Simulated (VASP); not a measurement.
# CaSe (I4/mmm) in VASP: notebook, part 2 of 2

VASP 6.6.1.

### Step 3. Single point, HSE06 (biaxial xy strain +2.8%)

File POSCAR:

```
CaSe
1.0
    0.0000000000      3.0515163699      2.9675351259
    3.0515163699      0.0000000000      2.9675351259
    3.0515163699      3.0515163699      0.0000000000
Ca Se
1 1
Direct
    0.0000000000      0.0000000000      0.0000000000
    0.5000000000      0.5000000000      0.5000000000
```

File INCAR.step1:

```
PREC     = Accurate       # precision mode
ENCUT    = 520            # plane-wave cutoff, eV
EDIFF    = 1E-5           # SCF threshold, eV
ISMEAR   = 0              # smearing method
SIGMA    = 0.01           # smearing width, eV
LREAL    = F              # projectors in reciprocal space
LASPH    = T              # aspherical terms in the spheres
NELM     = 60             # most SCF steps
ALGO     = Normal         # electronic algorithm
ISIF     = 2              # what is computed and relaxed
LWAVE    = T              # write WAVECAR
LCHARG   = F              # write CHGCAR
NBANDS   = 15             # bands
GGA      = PE             # functional
KPAR     = 2
```

File INCAR.step2:

```
PREC     = Accurate       # precision mode
ENCUT    = 520            # plane-wave cutoff, eV
EDIFF    = 1E-7           # SCF threshold, eV
ISMEAR   = 0              # smearing method
SIGMA    = 0.01           # smearing width, eV
LREAL    = F              # projectors in reciprocal space
LASPH    = T              # aspherical terms in the spheres
NELM     = 60             # most SCF steps
ALGO     = Normal         # electronic algorithm
ISIF     = 2              # what is computed and relaxed
LWAVE    = F              # write WAVECAR
LCHARG   = F              # write CHGCAR
GGA      = PE             # functional
LHFCALC  = T              # exact exchange
HFSCREEN = 0.2079         # screening, 1/A
PRECFOCK = Normal       
NBANDS   = 15             # bands
ISTART   = 1            
KPAR     = 2
```

File KPOINTS:

```
Automatic mesh
0
Gamma
  6 6 6
```

Potentials or basis: VASP PAW PBE potentials, release 64 (Ca_sv, Se).

The run is started by

```
> cat potpaw_PBE.64/Ca_sv/POTCAR potpaw_PBE.64/Se/POTCAR > POTCAR
> cp INCAR.step1 INCAR
> mpirun -np 2 vasp_std > vasp.out
> cp INCAR.step2 INCAR
> mpirun -np 2 vasp_std > vasp.out
```

OUTCAR:

```text
PREC = Accurate
   ENCUT = 520
   EDIFF = 1E-7
   ISMEAR = 0
   LREAL = F
   LASPH = T
   NELM = 60
   ISIF = 2
   GGA = PE
   LHFCALC = T
   HFSCREEN = 0.2079
   PRECFOCK = Normal
   ISTART = 1

 ion  position               nearest neighbor table
   1  0.000  0.000  0.000-   2 2.97   2 2.97
   2  0.500  0.500  0.500-   1 2.97   1 2.97

  LATTYP: Found a body centered tetragonal cell.
 ALAT       =     4.3154958361
 C/A-ratio  =     1.3752927768

  Lattice vectors:

 A1 = (   0.0000000000,  -3.0515163699,  -2.9675351259)
 A2 = (   0.0000000000,   3.0515163699,  -2.9675351259)
 A3 = (   3.0515163699,   0.0000000000,   2.9675351259)

Analysis of symmetry for initial positions (statically):
=====================================================================
 Subroutine PRICEL returns:
 Original cell was already a primitive cell.

 Routine SETGRP: Setting up the symmetry group for a
 body centered tetragonal supercell.

 Subroutine GETGRP returns: Found 16 space group operations
 (whereof 16 operations were pure point group operations)
 out of a pool of 16 trial point group operations.

The static configuration has the point symmetry D_4h.

Analysis of symmetry for dynamics (positions and initial velocities):
=====================================================================
 Subroutine PRICEL returns:
 Original cell was already a primitive cell.

 Routine SETGRP: Setting up the symmetry group for a
 body centered tetragonal supercell.

 Subroutine GETGRP returns: Found 16 space group operations
 (whereof 16 operations were pure point group operations)
 out of a pool of 16 trial point group operations.

The dynamic configuration has the point symmetry D_4h.

 Subroutine INISYM returns: Found 16 space group operations
 (whereof 16 operations are pure point group operations),
 and found     1 'primitive' translations

----------------------------------------------------------------------------------------

                                     Primitive cell

  volume of cell :      55.2659

  direct lattice vectors                    reciprocal lattice vectors
     0.000000000  3.051516370  2.967535126    -0.163852963  0.163852963  0.168490002
     3.051516370  0.000000000  2.967535126     0.163852963 -0.163852963  0.168490002
     3.051516370  3.051516370  0.000000000     0.163852963  0.163852963 -0.168490002

  length of vectors
     4.256526387  4.256526387  4.315495836     0.286503871  0.286503871  0.286503871

  position of ions in fractional coordinates (direct lattice)
     0.000000000  0.000000000  0.000000000
     0.500000000  0.500000000  0.500000000

  ion indices of the primitive-cell ions
   primitive index   ion index
                 1           1
                 2           2

----------------------------------------------------------------------------------------

 KPOINTS: Automatic mesh

Automatic generation of k-mesh.
 Grid dimensions read from file:
 generate k-points for:    6    6    6

 Generating k-lattice:

[... 48 lines left out ...]
   ions per type =               1   1
   NGX,Y,Z   is equivalent  to a cutoff of  12.50, 12.50, 12.33 a.u.
   NGXF,Y,Z  is equivalent  to a cutoff of  25.00, 25.00, 24.65 a.u.
 SYSTEM =  unknown system
   PREC   = accura    normal or accurate (medium, high low for compatibility)
   ISTART =      1    job   : 0-new  1-cont  2-samecut
   ICHARG =      0    charge: 1-file 2-atom 10-const
   ISPIN  =      1    spin polarized calculation?
   LNONCOLLINEAR =      F non collinear calculations
   LSORBIT =      F    spin-orbit coupling
   LASPH  =      T    aspherical Exc in radial PAW
   ENCUT  =  520.0 eV  38.22 Ry    6.18 a.u.   7.91  7.91  8.02*2*pi/ulx,y,z
   NELM   =     60;   NELMIN=  2; NELMDL=  0     # of ELM steps
   EDIFF  = 0.1E-06   stopping-criterion for ELM
   LREAL  =      F    real-space projection
   EDIFFG = 0.1E-05   stopping-criterion for IOM
   NSW    =      0    number of steps for IOM
   IBRION =     -1    ionic relax: 0-MD 1-quasi-New 2-CG
   NFREE  =      0    steps in history (QN), initial steepest desc. (CG)
   ISIF   =      2    stress and relaxation
   ISYM   =      3    0-nonsym 1-usesym 2-fastsym
   POTIM  = 0.5000    time-step for ionic-motion
   TEBEG  =    0.0;   TEEND  =   0.0 temperature during run
   PSTRESS=    0.0 pullay stress
   NELECT =      16.0000    total number of electrons
   NUPDOWN=      -1.0000    fix difference up-down
   EMIN   =  10.00;   EMAX   =-10.00  energy-range for DOS
   EFERMI =   0.00;   METHOD = LEGACY
   ISMEAR =     0;   SIGMA  =   0.01  broadening in eV -4-tet -1-fermi 0-gaus
   EFERMI_NEDOS =   21; number of points for ismear=-14 and -15
   IALGO  =     38    algorithm
   IMIX   =      1    mixing-type and parameters
     AMIX     =   0.40;   BMIX     =  1.00
     AMIX_MAG =   1.60;   BMIX_MAG =  1.00
  volume/ion in A,a.u.               =      27.63       186.48
  Fermi-wavevector in a.u.,A,eV,Ry     =   1.083002  2.046576 15.958169  1.172892
  Thomas-Fermi vector in A             =   2.219057
   LORBIT       =      0    0 simple, 1 ext, 2 COOP (PROOUT), +10 PAW based schemes
   GGA     = PE    functional components
   LHFCALC =     T    Hartree Fock is set to
   PRECFOCK=normal    Normal, Fast or Accurate (Low or Medium for compatibility)
   ENCUT4O =  -1.0   cutoff for four orbital integrals eV
   NKREDX  =     1    reduce k-point grid by
   NKREDY  =     1    reduce k-point grid by
   NKREDZ  =     1    reduce k-point grid by
   AEXX    =    0.2500 exact exchange contribution
   HFSCREEN=    0.2079 screening length (either q_TF or 0.3 A-1)
   HFSCREENC=   0.2079 screening length for correlation (either q_TF or 0.3 A-1)
   ENCUTFOCK=  -1.0 apply spherical cutoff to Coloumb kernel
   IVDW    =     0    specifies the selected vdW correction
   LEPSILON=     F    determine dielectric tensor
   LRPA    =     F    only Hartree local field effects (RPA)
 non-spin polarized calculation
 Gauss-broadening in eV      SIGMA  =   0.01
  energy-cutoff  :      520.00
  volume of cell :       55.27
 maximum number of plane-waves:      1506
  NGX = 24; NGY = 24; NGZ = 28

 number of electron      16.0000003 magnetization

 Free energy of the ion-electron system (eV)
  ---------------------------------------------------
  ext. energy  EPLUGINS =         0.00000000
  ---------------------------------------------------
  free energy    TOTEN  =       -10.66152128 eV

  energy without entropy =      -10.66152128  energy(sigma->0) =      -10.66152128

 E-fermi :   1.5804     XC(G=0):  -7.4118

 val. band max:        1.4393969896   @ k =   0.0000   0.0000   0.0000
 cond. band min:       4.5599307039   @ k =   0.5000   0.5000   0.0000
 fundamental gap:      3.1205337142
 Fermi energy:         1.5804102469

 k-point     1 :       0.0000    0.0000    0.0000
  band No.  band energies     occupation
      1     -41.5888      2.00000
      2     -21.0975      2.00000
      3     -21.0975      2.00000
      4     -21.0919      2.00000
      5     -11.2338      2.00000
      6       1.4244      2.00000
      7       1.4394      2.00000
      8       1.4394      2.00000
      9       5.3370      0.00000
     10       6.3235      0.00000
     11       6.3235      0.00000
     12       6.5152      0.00000
     13       6.9201      0.00000
     14       7.0442      0.00000
[... 401 lines left out ...]
      2     -21.1609      2.00000
      3     -21.1278      2.00000
      4     -21.1156      2.00000
      5     -10.6326      2.00000
      6      -1.1170      2.00000
      7      -0.0233      2.00000
      8       0.4529      2.00000
      9       5.3054      0.00000
     10       7.9313      0.00000
     11       8.2093      0.00000
     12       8.5981      0.00000
     13       8.7919      0.00000
     14       8.8928      0.00000
     15      11.4895      0.00000

 [... further k-points ...]

------------------------ aborting loop because EDIFF is reached ----------------------------------------

  FORCE on cell =-STRESS in cart. coord.  units (eV):
  Direction    XX          YY          ZZ          XY          YZ          ZX
  --------------------------------------------------------------------------------------
  -------------------------------------------------------------------------------------
  Total       -1.0150235     -1.0150235     -0.2995193      0.0000000     -0.0000000      0.0000000
  in kB      -29.4258753    -29.4258753     -8.6831664      0.0000000     -0.0000000      0.0000000
  external PRESSURE =     -22.5116390 kB  Pullay stress =       0.0000000 kB

 VOLUME and BASIS-vectors are now :
 -----------------------------------------------------------------------------
  energy-cutoff  :      520.00
  volume of cell :       55.27
      direct lattice vectors                 reciprocal lattice vectors
     0.000000000  3.051516370  2.967535126    -0.163852963  0.163852963  0.168490002
     3.051516370  0.000000000  2.967535126     0.163852963 -0.163852963  0.168490002
     3.051516370  3.051516370  0.000000000     0.163852963  0.163852963 -0.168490002

 POSITION                                       TOTAL-FORCE (eV/Angst)
 -----------------------------------------------------------------------------------
      0.00000      0.00000      0.00000         0.000000      0.000000     -0.000000
      3.05152      3.05152      2.96754        -0.000000      0.000000      0.000000
 -----------------------------------------------------------------------------------
    total drift:                               -0.000000     -0.000000      0.000000

  FREE ENERGIE OF THE ION-ELECTRON SYSTEM (eV)
  ---------------------------------------------------
  free  energy   TOTEN  =       -10.6615212782 eV

  energy  without entropy=      -10.6615212782  energy(sigma->0) =      -10.66152128
```

Wall time 20 min (2 MPI ranks of Intel Xeon 6975P-C (Granite Rapids), shared host); peak memory 0.31 GiB.

Results:

```
Free energy            : -10.6615 eV
Pressure               : -2.3 GPa
Band gap on the k mesh : 3.12 eV (least direct gap 3.90 eV)
```

Stress tensor (GPa, compression positive):
```
-2.94  0.00  0.00
 0.00 -2.94  0.00
 0.00  0.00 -0.87
```

Levels at points of the mesh, in eV from the valence-band top:
```csv
k point,band 5,band 6,band 7,band 8,band 9,band 10,band 11,band 12
"(0.00, 0.00, 0.00)",-12.67,-0.01,0.00,0.00,3.90,4.88,4.88,5.08
"(0.50, 0.00, 0.00)",-12.00,-3.32,-1.12,-1.12,5.26,6.79,6.90,6.96
"(0.50, 0.50, 0.00)",-12.06,-2.56,-1.04,-1.04,3.12,5.70,6.42,7.38
"(0.50, 0.00, 0.50)",-12.09,-2.64,-0.99,-0.90,3.14,5.72,6.36,7.34
```

Caveat: the cell differs from its parent crystal (biaxial xy strain +2.8%); the PAW data sets were made with another functional, which shifts forces and pressure a little.
